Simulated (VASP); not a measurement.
Crystal: Be2ZnO3.

```
Be Zn O
1.0
     2.54000   -4.39500    0.00000
     2.54000    4.39500    0.00000
    -1.69323    0.00000    4.78951
Be Zn O
4 2 6
Direct
  0.58330 0.41670 0.00000
  0.25000 0.75000 0.00000
  0.41670 0.58330 0.50000
  0.75000 0.25000 0.50000
  0.91670 0.08330 0.00000
  0.08330 0.91670 0.50000
  0.54170 0.70830 0.87500
  0.20830 0.04170 0.87500
  0.87500 0.37500 0.87500
  0.70830 0.54170 0.37500
  0.04170 0.20830 0.37500
  0.37500 0.87500 0.37500
```

- Program: VASP 6.6.1
- Task: relaxation of cell and atoms
- Functional: PBE
- Potentials or basis: VASP PAW PBE potentials, release 64 (Be, Zn, O)
- Cutoff: 600 eV
- k mesh: 3 × 3 × 3
- Occupations: gaussian, width 0.15 eV
- Spin: no spin polarisation

At the start: pressure 6.6 GPa; volume 8.91 Å³/atom.

Task: How do energy, volume and symmetry change on relaxing?

Result: Over 8 steps the energy falls by 305.6 meV/atom and the volume is 8.53 Å³/atom (-4.3 %); space group Cc (No. 9, to 0.1 Å) before and after.

Step by step:
```tsv
step	energy change (eV)	largest force (eV/Å)	pressure (GPa)	volume (Å³)
1	0.0000	5.8786	6.60	106.93
2	-3.0038	0.8210	-14.20	112.72
3	-3.1117	0.7004	-12.40	111.65
4	-3.5951	0.5507	1.47	101.46
5	-3.5984	0.5385	0.27	102.16
6	-3.6493	0.1973	0.60	101.92
7	-3.6563	0.1769	0.75	101.79
8	-3.6670	0.0796	-0.38	102.35
```

Final structure:
```
Be Zn O
1.0
     2.49891   -4.35717    0.03446
     2.49891    4.35717    0.03446
    -1.60059    0.00000    4.67804
Be Zn O
4 2 6
Cartesian
  0.8809 -0.7231 4.7068
  0.9099 2.1117 4.7080
  1.6812 0.7231 2.3677
  1.7102 -2.1117 2.3690
  0.8892 -3.5897 4.6837
  1.6895 3.5897 2.3447
  1.5333 0.6978 4.0655
  -0.6822 -0.9433 4.2582
  1.8343 -1.9655 4.0900
  2.3336 -0.6978 1.7265
  0.1181 0.9433 1.9191
  2.6346 1.9655 1.7509
```

Caveat: the k points lie up to 0.50 Å⁻¹ apart in the final cell; the relaxation stopped at a loose force limit of 0.08 eV/Å, so its end isn't a converged minimum.
